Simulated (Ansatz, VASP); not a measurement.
## One calculation of Br, two programs

```
Br
1.0
     5.96303    0.00000    0.00000
     0.00000    5.96303    0.00000
     0.00000    0.00000    5.96303
Br
8
Direct
  0.50000 0.50000 0.50000
  0.00000 0.00000 0.00000
  0.25000 0.00000 0.50000
  0.50000 0.25000 0.00000
  0.50000 0.75000 0.00000
  0.75000 0.00000 0.50000
  0.00000 0.50000 0.75000
  0.00000 0.50000 0.25000
```

Alike in both runs: functional PBE; k mesh 6 × 6 × 6; occupations gaussian, width 0.1 eV; no spin polarisation.

Ansatz relaxed the structure, and its values are those at the end. VASP's run is a single point on that final structure, the one shown.

|  | VASP | Ansatz |
| --- | --- | --- |
| version | VASP 6.6.1 | Ansatz 0.2.0 |
| potentials or method | VASP PAW PBE potentials, release 64 (Br), cutoff 520 eV | scalar-relativistic, plane waves, PAW |
| valence electrons in the cell | 56 | 56 |

|  | VASP | Ansatz | Ansatz less VASP |
| --- | --- | --- | --- |
| gap on the k mesh at the Fermi level (eV) | none | none | - |
| pressure (GPa) | 0.0 | 0.0 | 0.00 |

A gap of «none» marks a metal or a gap that the smearing closes.
